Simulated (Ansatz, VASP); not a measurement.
SiNi in VASP and in Ansatz

Contents of INCAR:

```
SYSTEM = SiNi
PREC     = Accurate       ! precision mode
ENCUT    = 520            ! plane-wave cutoff, eV
EDIFF    = 1E-7           ! SCF threshold, eV
ISMEAR   = 0              ! smearing method
SIGMA    = 0.15           ! smearing width, eV
LREAL    = .FALSE.        ! projectors in reciprocal space
LASPH    = .TRUE.         ! aspherical terms in the spheres
NELM     = 100            ! most SCF steps
ALGO     = Normal         ! electronic algorithm
ISIF     = 2              ! what is computed and relaxed
LWAVE    = .FALSE.        ! write WAVECAR
LCHARG   = .TRUE.         ! write CHGCAR
GGA      = PS             ! functional
LELF     = .TRUE.         ! ELF
LVHAR    = .TRUE.       
NBANDS   = 22             ! bands
```

Contents of KPOINTS:

```
regular mesh
0
G
  16 14 10
  0 0 0
```

File POSCAR:

```
SiNi
1.0
    3.0266200000      0.0000000000      0.0000000000
    0.0000000000      3.2735000000      0.0000000000
    0.0000000000      0.0000000000      4.6977600000
Si Ni
2 2
Direct
    0.5000000000      0.4389033145      0.8423000000
    0.0000000000      0.0000000000      0.1577000000
    0.5000000000      0.5000000000      0.3442200000
    0.0000000000      0.0000000000      0.6557800000
```

Input for Ansatz:

```yaml
crystal:
  lattice:
    - [3.02662, 0.0, 0.0]
    - [0.0, 3.2735, 0.0]
    - [0.0, 0.0, 4.69776]
  atoms:
    - { symbol: Si, position: [0.5, 0.4389033145, 0.8423] }
    - { symbol: Si, position: [0.0, 0.0, 0.1577] }
    - { symbol: Ni, position: [0.5, 0.5, 0.34422] }
    - { symbol: Ni, position: [0.0, 0.0, 0.65578] }
basis:
  ecutwfc: 420
kpoints:
  mp_grid: { grid: [16, 14, 10] }
hamiltonian:
  xc: pbesol
scf:
  occupations: { method: gaussian, width: 0.15 }
output:
  forces: true
  stress: true
  eigenvalues: true
```

Alike in both runs: task single point; functional PBEsol; k mesh 16 × 14 × 10; occupations gaussian, width 0.15 eV; no spin polarisation.

|  | VASP | Ansatz |
| --- | --- | --- |
| version | VASP 6.6.1 | Ansatz 0.2.0 |
| potentials or method | VASP PAW PBE potentials, release 64 (Si, Ni), cutoff 520 eV | scalar-relativistic, plane waves, PAW |
| valence electrons in the cell | 28 | 44 |

```csv
,VASP,Ansatz,Ansatz less VASP
gap on the k mesh at the Fermi level (eV),none,none,-
pressure (GPa),-3.1,-3.4,-0.28
"traceless stress, the component that is largest in VASP (GPa)",1.02,1.12,+0.096
rms of the force components (eV/Å),0.475,0.471,-0.0044
```

VASP's potentials were made for PBE, not for PBEsol. Atom by atom the forces differ by 0.006 eV/Å (rms over components). A gap of «none» marks a metal or a gap that the smearing closes. VASP's potentials hold 28 valence electrons a cell and Ansatz's 44, so a difference there can come from the potentials and not from the codes.
